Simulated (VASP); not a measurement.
Set up this calculation in VASP 6.6.1, as the native input.

```yaml
Task: single point
Functional: r2SCAN
Potentials_or_basis: VASP PAW PBE potentials, release 64 (Ti_sv, Al)
Cutoff: 520 eV
k_mesh: 24 × 24 × 14
Occupations: gaussian, width 0.15 eV
Spin: no spin polarisation
Dipole_correction: no
Further_INCAR_settings: ALGO = Normal; EDIFF = 1e-06; NBANDS = 14
```

TiAl:

```
CELL_PARAMETERS angstrom
2.94031 0.00000 0.00000
-1.47016 2.54638 0.00000
0.00000 0.00000 4.63387
ATOMIC_POSITIONS crystal
Ti 0.00000 0.00000 0.00000
Al 0.33333 0.66667 0.50000
```

This cell differs from its parent crystal: strain +0.0250 x Voigt [1, 1, 0, 0, 0, 0].

One way to write it, as run:

POSCAR

```
TiAl
1.0
    2.9403119806      0.0000000000      0.0000000000
   -1.4701559903      2.5463848703      0.0000000000
    0.0000000000      0.0000000000      4.6338675649
Ti Al
1 1
Direct
    0.0000000000      0.0000000000      0.0000000000
    0.3333333333      0.6666666667      0.5000000000
```

INCAR.step1

```
SYSTEM = TiAl
PREC = Accurate
ENCUT = 520
ISMEAR = 0
SIGMA = 0.15
LREAL = .False.
LASPH = .True.
NELM = 60
NBANDS = 14
GGA = PE
ALGO = Normal
EDIFF = 1E-4
LWAVE = .True.
LCHARG = .False.
```

INCAR.step2

```
SYSTEM = TiAl
PREC = Accurate
ENCUT = 520
EDIFF = 1E-6
ISMEAR = 0
SIGMA = 0.15
LREAL = .False.
LASPH = .True.
NELM = 60
ALGO = Normal
ISIF = 2
LWAVE = .False.
LCHARG = .False.
METAGGA = R2SCAN
LMIXTAU = .True.
NBANDS = 14
ISTART = 1
```

KPOINTS

```
regular mesh
0
Gamma
  24 24 14
  0 0 0
```

Potentials or basis: VASP PAW PBE potentials, release 64 (Ti_sv, Al).

Launch:

```console
$ cat potpaw_PBE.64/Ti_sv/POTCAR potpaw_PBE.64/Al/POTCAR > POTCAR
$ cp INCAR.step1 INCAR
$ mpirun -np 1 vasp_std > vasp.out
$ cp INCAR.step2 INCAR
$ mpirun -np 1 vasp_std > vasp.out
```

It gave:

```yaml
Pressure: -4.7 GPa
```

Caveat: the cell differs from its parent crystal (strain +0.0250 x Voigt [1, 1, 0, 0, 0, 0]); the PAW data sets were made with another functional, which shifts forces and pressure a little.

Run time: 7.1 min on 1 thread of Intel(R) Xeon(R) 6975P-C (Granite Rapids), on a shared host, peak memory 0.36 GiB.
